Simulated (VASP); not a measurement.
## SnSe: single point with PBEsol

SnSe:

```xyz
2
Lattice="0.0000 3.0173 2.9728 2.9728 0.0000 2.9728 2.9728 3.0173 0.0000" Properties=species:S:1:pos:R:3 pbc="T T T"
Sn    0.0000    0.0000    0.0000
Se    2.9728    3.0173    2.9728
```

This cell differs from its parent crystal: strain +0.0150 x Voigt [0, 1, 0, 0, 0, 0].

```yaml
Program: VASP 6.6.1
Task: single point
Functional: PBEsol
Potentials_or_basis: VASP PAW PBE potentials, release 64 (Sn_d, Se)
Cutoff: 520 eV
k_mesh: 8 × 8 × 8
Occupations: gaussian, width 0.05 eV
Spin: no spin polarisation
Dipole_correction: no
Further_INCAR_settings: ALGO = Normal; EDIFF = 1e-06; NBANDS = 17
```

- Pressure: -0.8 GPa
- Band gap on the k mesh: 0.73 eV, indirect (least direct gap 0.76 eV)

Stress tensor (GPa, compression positive):
```
-0.15  0.00  0.00
 0.00 -1.99  0.00
 0.00  0.00 -0.15
```

Levels at points of the mesh, in eV from the valence-band top:
```tsv
k point	band 6	band 7	band 8	band 9	band 10	band 11	band 12	band 13	band 14	band 15
(0.00, 0.00, 0.00)	-13.93	-4.93	-2.19	-2.19	-2.05	4.24	4.59	4.59	5.81	5.92
(0.50, 0.00, 0.00)	-12.94	-8.10	-1.91	-1.88	0.00	0.76	1.27	1.34	8.29	10.21
(0.50, 0.50, 0.00)	-12.62	-5.96	-5.57	-3.75	-3.58	2.93	5.34	5.71	6.25	10.60
(0.50, 0.00, 0.50)	-12.68	-5.90	-5.54	-3.63	-3.63	2.98	5.61	5.61	6.05	10.64
```

It took 56 s on 1 thread of Intel Xeon 8259CL (shared host), peak memory 0.21 GiB.

Caveat: the cell differs from its parent crystal (strain +0.0150 x Voigt [0, 1, 0, 0, 0, 0]); the PAW data sets were made with another functional, which shifts forces and pressure a little; spin-orbit coupling is left out, which moves the levels of the heavy elements. A k mesh can miss the band edges.
